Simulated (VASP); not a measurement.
**MnZn: single point with LDA**

MnZn:

```xyz
2
Lattice="3.1104 0.0000 0.0000 0.0000 3.1104 0.0000 0.0000 0.0000 3.1104" Properties=species:S:1:pos:R:3 pbc="T T T"
Mn    0.0000    0.0000    0.0000
Zn    1.5552    1.5552    1.5552
```

```json
{
  "Program": "VASP 6.6.1",
  "Task": "single point",
  "Functional": "LDA",
  "Potentials or basis": "VASP PAW LDA potentials, release 64 (Mn_pv, Zn)",
  "Cutoff": "520 eV",
  "k mesh": "9 × 9 × 9",
  "Occupations": "fermi-dirac, width 0.15 eV",
  "Spin": "collinear spin, ferromagnetic start",
  "Starting moments": "[2.8, 0.0] μB",
  "Dipole correction": "no",
  "Further INCAR settings": "ALGO = Normal; EDIFF = 1e-06; NBANDS = 24"
}
```

```
Pressure                                              : -18.4 GPa
Net moment                                            : 3.16 μB per cell
Site moments                                          : Mn +3.13; Zn -0.06 μB
Valence electrons inside the program's atomic spheres : Mn 11.51; Zn 10.82
```

Levels at points of the mesh, in eV from the Fermi level:
Spin up:
| k point | band 10 | band 11 | band 12 | band 13 | band 14 | band 15 | band 16 | band 17 | band 18 | band 19 |
| --- | --- | --- | --- | --- | --- | --- | --- | --- | --- | --- |
| (0.00, 0.00, 0.00) | -2.42 | -2.42 | -1.19 | -1.19 | -1.19 | 5.95 | 5.95 | 5.95 | 11.20 | 11.20 |
Spin down:
```
           k point  band 9  band 10  band 11  band 12  band 13  band 14
(0.00, 0.00, 0.00)   -6.85    -0.29    -0.29     1.57     1.57     1.57
```

Run time: 20 s on 1 thread of Intel(R) Xeon(R) Platinum 8375C CPU @ 2.90GHz (Ice Lake) (shared host), peak memory 0.16 GiB.

Caveat: the cell stands under tension.
